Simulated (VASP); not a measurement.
# ZnCdSe4S2 (P4/mmm) in VASP: single point with PBE

Aim: the single point of ZnCdSe4S2 with PBE.

Everything below comes from runs of VASP 6.6.1. Logs are shortened: lines on timing, memory, paths and dates and some standing lists are left out, and cuts for length are marked.

## Step 1: The cell of the first run

Symmetry: P4/mmm, No. 123, tetragonal system. The conventional cell has a = 5.303 Å, b = 5.303 Å, c = 10.090 Å, α = 90.00°, β = 90.00°, γ = 90.00°. Zn (site symmetry 4/mmm) has 2 Se at 2.23 Å within 2.9 Å. Within 3.5 Å of Cd (site symmetry 4/mmm) lie 6 Se at 2.65 to 2.82 Å. Se (site symmetry mmm) has 2 Cd at 2.65 Å and 4 S at 2.85 Å within 3.5 Å. Se (site symmetry 4mm) has 1 Zn at 2.23 Å and 1 Cd at 2.82 Å within 2.9 Å. S (site symmetry 4mm) has 1 S at 2.07 Å within 2.7 Å.

## Step 2: Single point, PBE

File INCAR:

```
SYSTEM = ZnCdSe4S2
PREC     = Accurate       ! precision mode
ENCUT    = 520            ! plane-wave cutoff, eV
EDIFF    = 1E-7           ! SCF threshold, eV
ISMEAR   = 0              ! smearing method
SIGMA    = 0.2            ! smearing width, eV
LREAL    = .False.        ! projectors in reciprocal space
LASPH    = .True.         ! aspherical terms in the spheres
NELM     = 60             ! most SCF steps
ALGO     = Normal         ! electronic algorithm
ISIF     = 2              ! what is computed and relaxed
LWAVE    = .False.        ! write WAVECAR
LCHARG   = .True.         ! write CHGCAR
GGA      = PE             ! functional
LELF     = .True.         ! ELF
LVHAR    = .True.       
NBANDS   = 40             ! bands
```

File KPOINTS:

```
regular mesh
0
Gamma
  4 4 2
  0 0 0
```

File POSCAR:

```
ZnCdSe4S2
1.0
    5.3026305904      0.0000000000      0.0000000000
    0.0000000000      5.3026305904      0.0000000000
    0.0000000000      0.0000000000     10.0903063151
Zn Cd Se S
1 1 4 2
Direct
    0.0000000000      0.0000000000      0.5000000000
    0.0000000000      0.0000000000      0.0000000000
    0.0000000000      0.5000000000      0.0000000000
    0.5000000000      0.0000000000      0.0000000000
    0.0000000000      0.0000000000      0.7209120286
    0.0000000000      0.0000000000      0.2790879714
    0.5000000000      0.5000000000      0.8973143455
    0.5000000000      0.5000000000      0.1026856545
```

Potentials or basis: VASP PAW PBE potentials, release 64 (Zn, Cd, Se, S).

Command:

```sh
$ cat potpaw_PBE.64/Zn/POTCAR potpaw_PBE.64/Cd/POTCAR potpaw_PBE.64/Se/POTCAR potpaw_PBE.64/S/POTCAR > POTCAR
$ mpirun -np 1 vasp_std > vasp.out
```

OUTCAR:

```text
SYSTEM = ZnCdSe4S2
   PREC = Accurate
   ENCUT = 520
   EDIFF = 1E-7
   ISMEAR = 0
   LREAL = .False.
   LASPH = .True.
   NELM = 60
   ISIF = 2
   GGA = PE

 ion  position               nearest neighbor table
   1  0.000  0.000  0.500-   5 2.23   6 2.23
   2  0.000  0.000  0.000-   3 2.65   4 2.65   3 2.65   4 2.65   5 2.82   6 2.82
   3  0.000  0.500  0.000-   2 2.65   2 2.65
   4  0.500  0.000  0.000-   2 2.65   2 2.65
   5  0.000  0.000  0.721-   1 2.23   2 2.82
   6  0.000  0.000  0.279-   1 2.23   2 2.82
   7  0.500  0.500  0.897-   8 2.07
   8  0.500  0.500  0.103-   7 2.07

  LATTYP: Found a simple tetragonal cell.
 ALAT       =     5.3026305904
 C/A-ratio  =     1.9028869055

  Lattice vectors:

 A1 = (   5.3026305904,   0.0000000000,   0.0000000000)
 A2 = (   0.0000000000,   5.3026305904,   0.0000000000)
 A3 = (   0.0000000000,   0.0000000000,  10.0903063151)

Analysis of symmetry for initial positions (statically):
=====================================================================
 Subroutine PRICEL returns:
 Original cell was already a primitive cell.

 Routine SETGRP: Setting up the symmetry group for a
 simple tetragonal supercell.

 Subroutine GETGRP returns: Found 16 space group operations
 (whereof 16 operations were pure point group operations)
 out of a pool of 16 trial point group operations.

The static configuration has the point symmetry D_4h.

Analysis of symmetry for dynamics (positions and initial velocities):
=====================================================================
 Subroutine PRICEL returns:
 Original cell was already a primitive cell.

 Routine SETGRP: Setting up the symmetry group for a
 simple tetragonal supercell.

 Subroutine GETGRP returns: Found 16 space group operations
 (whereof 16 operations were pure point group operations)
 out of a pool of 16 trial point group operations.

The dynamic configuration has the point symmetry D_4h.

 Subroutine INISYM returns: Found 16 space group operations
 (whereof 16 operations are pure point group operations),
 and found     1 'primitive' translations

----------------------------------------------------------------------------------------

                                     Primitive cell

  volume of cell :     283.7181

  direct lattice vectors                    reciprocal lattice vectors
     5.302630590  0.000000000  0.000000000     0.188585643  0.000000000  0.000000000
     0.000000000  5.302630590  0.000000000     0.000000000  0.188585643  0.000000000
     0.000000000  0.000000000 10.090306315     0.000000000  0.000000000  0.099105019

  length of vectors
     5.302630590  5.302630590 10.090306315     0.188585643  0.188585643  0.099105019

  position of ions in fractional coordinates (direct lattice)
     0.000000000  0.000000000  0.500000000
     0.000000000  0.000000000  0.000000000
     0.000000000  0.500000000  0.000000000
     0.500000000  0.000000000  0.000000000
     0.000000000  0.000000000  0.720912029
     0.000000000  0.000000000  0.279087971
     0.500000000  0.500000000  0.897314346
     0.500000000  0.500000000  0.102685655

  ion indices of the primitive-cell ions
   primitive index   ion index
                 1           1
                 2           2
                 3           3
                 4           4
                 5           5
                 6           6
                 7           7
                 8           8

----------------------------------------------------------------------------------------

 KPOINTS: regular mesh

Automatic generation of k-mesh.
 Grid dimensions read from file:
 generate k-points for:    4    4    2

 Generating k-lattice:

  Cartesian coordinates                     Fractional coordinates (reciprocal lattice)
     0.047146411  0.000000000  0.000000000     0.250000000  0.000000000  0.000000000
     0.000000000  0.047146411  0.000000000     0.000000000  0.250000000  0.000000000
     0.000000000  0.000000000  0.049552510     0.000000000  0.000000000  0.500000000

  Length of vectors
     0.047146411  0.047146411  0.049552510

  Shift w.r.t. Gamma in fractional coordinates (k-lattice)
     0.000000000  0.000000000  0.000000000

 Subroutine IBZKPT returns following result:
 ===========================================

 Found     12 irreducible k-points:

 Following reciprocal coordinates:
            Coordinates               Weight
  0.000000  0.000000  0.000000      1.000000
  0.250000  0.000000  0.000000      4.000000
  0.500000  0.000000  0.000000      2.000000
  0.250000  0.250000  0.000000      4.000000
  0.500000  0.250000  0.000000      4.000000
  0.500000  0.500000  0.000000      1.000000
  0.000000  0.000000  0.500000      1.000000
  0.250000  0.000000  0.500000      4.000000
  0.500000  0.000000  0.500000      2.000000
  0.250000  0.250000  0.500000      4.000000
  0.500000  0.250000  0.500000      4.000000
  0.500000  0.500000  0.500000      1.000000
   k-points           NKPTS =     12   k-points in BZ     NKDIM =     12   number of bands    NBANDS=     40
   number of dos      NEDOS =    301   number of ions     NIONS =      8
   total plane-waves  NPLWV = 128000
   dimension x,y,z NGX =    40 NGY =   40 NGZ =   80
   dimension x,y,z NGXF=    80 NGYF=   80 NGZF=  160
   ions per type =               1   1   4   2
   NGX,Y,Z   is equivalent  to a cutoff of  12.54, 12.54, 13.18 a.u.
   NGXF,Y,Z  is equivalent  to a cutoff of  25.08, 25.08, 26.36 a.u.
 SYSTEM =  ZnCdSe4S2
   PREC   = accura    normal or accurate (medium, high low for compatibility)
   ISTART =      0    job   : 0-new  1-cont  2-samecut
   ICHARG =      2    charge: 1-file 2-atom 10-const
   ISPIN  =      1    spin polarized calculation?
   LNONCOLLINEAR =      F non collinear calculations
   LSORBIT =      F    spin-orbit coupling
   LASPH  =      T    aspherical Exc in radial PAW
   ENCUT  =  520.0 eV  38.22 Ry    6.18 a.u.   9.86  9.86 18.76*2*pi/ulx,y,z
   NELM   =     60;   NELMIN=  2; NELMDL= -5     # of ELM steps
   EDIFF  = 0.1E-06   stopping-criterion for ELM
   LREAL  =      F    real-space projection
   EDIFFG = 0.1E-05   stopping-criterion for IOM
   NSW    =      0    number of steps for IOM
   IBRION =     -1    ionic relax: 0-MD 1-quasi-New 2-CG
   NFREE  =      0    steps in history (QN), initial steepest desc. (CG)
   ISIF   =      2    stress and relaxation
   ISYM   =      2    0-nonsym 1-usesym 2-fastsym
   POTIM  = 0.5000    time-step for ionic-motion
   TEBEG  =    0.0;   TEEND  =   0.0 temperature during run
   PSTRESS=    0.0 pullay stress
   NELECT =      60.0000    total number of electrons
   NUPDOWN=      -1.0000    fix difference up-down
   EMIN   =  10.00;   EMAX   =-10.00  energy-range for DOS
   EFERMI =   0.00;   METHOD = LEGACY
   ISMEAR =     0;   SIGMA  =   0.20  broadening in eV -4-tet -1-fermi 0-gaus
   EFERMI_NEDOS =   21; number of points for ismear=-14 and -15
   IALGO  =     38    algorithm
   IMIX   =      4    mixing-type and parameters
     AMIX     =   0.40;   BMIX     =  1.00
     AMIX_MAG =   1.60;   BMIX_MAG =  1.00
  volume/ion in A,a.u.               =      35.46       239.33
  Fermi-wavevector in a.u.,A,eV,Ry     =   0.975355  1.843154 12.943469  0.951318
  Thomas-Fermi vector in A             =   2.105888
   LORBIT       =      0    0 simple, 1 ext, 2 COOP (PROOUT), +10 PAW based schemes
   GGA     = PE    functional components
   LHFCALC =     F    Hartree Fock is set to
   AEXX    =    0.0000 exact exchange contribution
   IVDW    =     0    specifies the selected vdW correction
   LEPSILON=     F    determine dielectric tensor
   LRPA    =     F    only Hartree local field effects (RPA)
 non-spin polarized calculation
 Gauss-broadening in eV      SIGMA  =   0.20
  energy-cutoff  :      520.00
  volume of cell :      283.72
 maximum number of plane-waves:      7700
 NGX is ok and might be reduce to    40
   NGX = 19   NGY = 19   NGZ = 37

 number of electron      60.0000027 magnetization

 Free energy of the ion-electron system (eV)
  ---------------------------------------------------
  ext. energy  EPLUGINS =         0.00000000
  ---------------------------------------------------
  free energy    TOTEN  =       -21.11469034 eV

  energy without entropy =      -20.88668494  energy(sigma->0) =      -21.00068764

 E-fermi :  -0.1271     XC(G=0):  -7.1995

 val. band max:       -0.1312654394   @ k =   0.2500   0.0000   0.5000
 cond. band min:      -0.1259391625   @ k =   0.0000   0.0000   0.0000
 fundamental gap:      0.0053262769
 Fermi energy:        -0.1270772443

 k-point     1 :       0.0000    0.0000    0.0000
  band No.  band energies     occupation
      1     -16.5027      2.00000
      2     -13.1625      2.00000
      3     -12.7457      2.00000
      4     -11.8478      2.00000
      5     -11.6355      2.00000
      6     -11.2998      2.00000
[... 32 lines left out ...]
     39       5.3495      0.00000
     40       6.1729      0.00000

 k-point     2 :       0.2500    0.0000    0.0000
  band No.  band energies     occupation
      1     -16.3878      2.00000
      2     -13.3616      2.00000
      3     -12.7825      2.00000
      4     -11.8502      2.00000
      5     -11.5773      2.00000
      6     -11.3372      2.00000
[... 32 lines left out ...]
     39       5.6554      0.00000
     40       6.1924      0.00000

 k-point     3 :       0.5000    0.0000    0.0000
  band No.  band energies     occupation
      1     -16.2529      2.00000
      2     -13.6782      2.00000
      3     -12.6667      2.00000
      4     -11.8559      2.00000
      5     -11.4644      2.00000
      6     -11.4293      2.00000
[... 337 lines left out ...]
  band No.  band energies     occupation
      1     -16.1402      2.00000
      2     -13.5579      2.00000
      3     -13.0566      2.00000
      4     -11.7923      2.00000
      5     -11.5170      2.00000
      6     -11.4409      2.00000
[... 32 lines left out ...]
     39       5.3121      0.00000
     40       5.9826      0.00000

 k-point    12 :       0.5000    0.5000    0.5000
  band No.  band energies     occupation
      1     -16.0076      2.00000
      2     -13.4245      2.00000
      3     -13.4245      2.00000
      4     -11.7850      2.00000
      5     -11.5232      2.00000
      6     -11.4169      2.00000
[... 32 lines left out ...]
     39       4.8103      0.00000
     40       5.7498      0.00000

------------------------ aborting loop because EDIFF is reached ----------------------------------------

  FORCE on cell =-STRESS in cart. coord.  units (eV):
  Direction    XX          YY          ZZ          XY          YZ          ZX
  --------------------------------------------------------------------------------------
  -------------------------------------------------------------------------------------
  Total        0.9945415      0.9945415      0.7296744      0.0000000      0.0000000      0.0000000
  in kB        5.6162496      5.6162496      4.1205254      0.0000000      0.0000000      0.0000000
  external PRESSURE =       5.1176749 kB  Pullay stress =       0.0000000 kB

 VOLUME and BASIS-vectors are now :
 -----------------------------------------------------------------------------
  energy-cutoff  :      520.00
  volume of cell :      283.72
      direct lattice vectors                 reciprocal lattice vectors
     5.302630590  0.000000000  0.000000000     0.188585643  0.000000000  0.000000000
     0.000000000  5.302630590  0.000000000     0.000000000  0.188585643  0.000000000
     0.000000000  0.000000000 10.090306315     0.000000000  0.000000000  0.099105019

 POSITION                                       TOTAL-FORCE (eV/Angst)
 -----------------------------------------------------------------------------------
      0.00000      0.00000      5.04515         0.000000      0.000000      0.000000
      0.00000      0.00000      0.00000         0.000000      0.000000      0.000000
      0.00000      2.65132      0.00000         0.000000      0.000000      0.000000
      2.65132      0.00000      0.00000         0.000000      0.000000      0.000000
      0.00000      0.00000      7.27422        -0.000000     -0.000000      0.026001
      0.00000      0.00000      2.81608         0.000000     -0.000000     -0.026001
      2.65132      2.65132      9.05418         0.000000      0.000000      0.112469
      2.65132      2.65132      1.03613         0.000000     -0.000000     -0.112469
 -----------------------------------------------------------------------------------
    total drift:                               -0.000000      0.000000     -0.000000

  FREE ENERGIE OF THE ION-ELECTRON SYSTEM (eV)
  ---------------------------------------------------
  free  energy   TOTEN  =       -21.1146903422 eV

  energy  without entropy=      -20.8866849414  energy(sigma->0) =      -21.00068764
```

It took 87 s on 1 thread of Intel Xeon 6975P-C (Granite Rapids), shared host; peak memory 0.43 GiB.

What came out:

- Free energy: -21.1147 eV
- Pressure: 0.5 GPa
- Largest force: 0.112 eV/Å
- Band gap on the k mesh: zero (band 30 reaches -0.10 eV, above the bottom of band 31 at -0.29 eV)

Forces in eV/Å, atoms in the order of the input:
```
Zn   0.000  0.000  0.000
Cd   0.000  0.000  0.000
Se   0.000  0.000  0.000
Se   0.000  0.000  0.000
Se   0.000  0.000  0.026
Se   0.000  0.000 -0.026
S    0.000  0.000  0.112
S    0.000  0.000 -0.112
```

Stress tensor (GPa, compression positive):
```
0.56 0.00 0.00
0.00 0.56 0.00
0.00 0.00 0.41
```

Levels at points of the mesh, in eV from the Fermi level:
```tsv
k point	band 28	band 29	band 30	band 31	band 32	band 33
(0.00, 0.00, 0.00)	-0.48	-0.48	0.00	0.00	0.17	1.71
(0.50, 0.00, 0.00)	-0.87	-0.43	-0.13	-0.09	0.92	1.79
(0.50, 0.50, 0.00)	-0.92	-0.17	-0.11	-0.11	0.99	0.99
(0.00, 0.00, 0.50)	-0.43	-0.43	-0.03	-0.03	1.42	1.72
(0.50, 0.00, 0.50)	-0.57	-0.56	-0.37	0.02	0.87	1.79
(0.50, 0.50, 0.50)	-0.63	-0.45	-0.45	-0.17	0.97	0.97
```
